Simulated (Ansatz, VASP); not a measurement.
## Two plane-wave programs on Al

```
Al
1.0
     0.00000    2.00737    2.00737
     2.00737    0.00000    2.00737
     2.00737    2.00737    0.00000
Al
1
Direct
  0.00000 0.00000 0.00000
```

Alike in both runs: task single point; functional PBEsol; k mesh 18 × 18 × 18; occupations gaussian, width 0.1 eV; no spin polarisation.

|  | VASP | Ansatz |
| --- | --- | --- |
| version | VASP 6.6.1 | Ansatz 0.2.0 |
| potentials or method | VASP PAW PBE potentials, release 64 (Al), cutoff 520 eV | scalar-relativistic, plane waves, PAW |
| valence electrons in the cell | 3 | 3 |

```csv
,VASP,Ansatz,Ansatz less VASP
gap on the k mesh at the Fermi level (eV),none,none,-
pressure (GPa),0.1,0.0,-0.08
```

VASP's potentials were made for PBE, not for PBEsol, and Ansatz warns of the same on its side. A gap of «none» marks a metal or a gap that the smearing closes.
